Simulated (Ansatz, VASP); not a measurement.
**Bi in VASP and in Ansatz**

```
Bi
1.0
    -1.80384    1.80384    2.74427
     1.80384   -1.80384    2.74427
     1.80384    1.80384   -2.74427
Bi
1
Direct
  0.00000 0.00000 0.00000
```

Alike in both runs: task relaxation of cell and atoms; functional r2SCAN; k mesh 6 × 6 × 6; occupations gaussian, width 0.1 eV; no spin polarisation.

```csv
,VASP,Ansatz
version,VASP 6.6.1,Ansatz 0.2.0
potentials or method,"VASP PAW PBE potentials, release 64 (Bi_d), cutoff 550 eV","scalar-relativistic, plane waves, PAW"
valence electrons in the cell,15,15
```

```csv
,VASP,Ansatz,Ansatz less VASP
"gap on the k mesh at the Fermi level, each at its own relaxed structure (eV)",none,none,-
relaxed volume (Å³/atom),31.16,31.03,-0.131
relaxed cell length with the largest relative difference (Å),3.608,3.603,-0.0044
```

VASP's potentials were made for PBE, not for r2SCAN. A gap of «none» marks a metal or a gap that the smearing closes.

The k mesh is coarse, so the values compare programs but aren't converged. Neither program's run includes spin-orbit coupling.
